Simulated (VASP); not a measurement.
# Sb: single point with PBE

Crystal: Sb.

```xyz
3
Lattice="6.0945 0.0000 0.0000 0.0000 6.0945 0.0000 0.0000 0.0000 2.9832" Properties=species:S:1:pos:R:3 pbc="T T T"
Sb    0.0000    0.0000    0.0000
Sb    0.0000    3.0472    0.0000
Sb    3.0472    0.0000    0.0000
```

```
Program                : VASP 6.6.1
Task                   : single point
Functional             : PBE
Potentials or basis    : VASP PAW PBE potentials, release 64 (Sb)
Cutoff                 : 520 eV
k mesh                 : 8 × 8 × 16
Occupations            : gaussian, width 0.1 eV
Spin                   : no spin polarisation
Dipole correction      : no
Further INCAR settings : ALGO = Normal; EDIFF = 1e-07; NBANDS = 14
```

| Property | Result |
| --- | --- |
| Pressure | 0.0 GPa |

Levels at points of the mesh, in eV from the Fermi level:
| k point | band 4 | band 5 | band 6 | band 7 | band 8 | band 9 | band 10 | band 11 |
| --- | --- | --- | --- | --- | --- | --- | --- | --- |
| (0.00, 0.00, 0.00) | -4.99 | -4.99 | -1.04 | -1.04 | 3.38 | 3.48 | 4.55 | 4.55 |
| (0.50, 0.00, 0.00) | -4.83 | -2.13 | -1.71 | -0.86 | -0.40 | 4.49 | 5.16 | 5.71 |
| (0.50, 0.50, 0.00) | -2.94 | -1.25 | -1.04 | -1.04 | -0.43 | -0.05 | 5.64 | 5.64 |
| (0.00, 0.00, 0.50) | -4.86 | -3.48 | -2.62 | -2.62 | -2.39 | 1.48 | 1.48 | 3.06 |
| (0.50, 0.00, 0.50) | -4.92 | -3.85 | -2.78 | -2.49 | 0.59 | 0.92 | 1.80 | 2.21 |
| (0.50, 0.50, 0.50) | -4.28 | -3.84 | -3.84 | -0.19 | 1.10 | 1.63 | 1.63 | 2.40 |

Run time: 82 s on 1 thread of AMD EPYC 9R45 96-Core Processor (Zen 5), with other jobs on the host, peak memory 0.3 GiB.

Caveat: spin-orbit coupling is left out, which moves the levels of the heavy elements.
